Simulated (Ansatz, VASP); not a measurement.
## Two plane-wave programs on AgCl

```
Ag Cl
1.0
     3.39844    0.01474    0.01474
     0.01474    3.39844    0.01474
     0.01474    0.01474    3.39844
Ag Cl
1 1
Cartesian
  0.0000 0.0000 0.0000
  1.7140 1.7140 1.7140
```

Change from the starting cell: epitaxial_111 strain -0.3%.

Alike in both runs: task single point; functional r2SCAN; k mesh 8 × 8 × 8; no spin polarisation.

|  | VASP | Ansatz |
| --- | --- | --- |
| version | VASP 6.6.1 | Ansatz 0.2.0 |
| potentials or method | VASP PAW PBE potentials, release 64 (Ag, Cl) | plane waves, PAW |
| plane-wave cutoff (eV) | 520 | 500 |
| occupations | gaussian, width 0.01 eV | fixed |
| valence electrons in the cell | 18 | 26 |

Ansatz gave:

| Quantity | Value |
| --- | --- |
| gap on the k mesh at the Fermi level (eV) | 1.20 |
| pressure (GPa) | -0.2 |
| traceless stress, the component that is largest in VASP (GPa) | 0.09 |

Question: What did VASP give for the same quantities?

Answer: gap on the k mesh at the Fermi level (eV): 1.16; pressure (GPa): -0.3; traceless stress, the component that is largest in VASP (GPa): 0.09.

VASP's potentials were made for PBE, not for r2SCAN. VASP's potentials hold 18 valence electrons a cell and Ansatz's 26, so a difference there can come from the potentials and not from the codes.
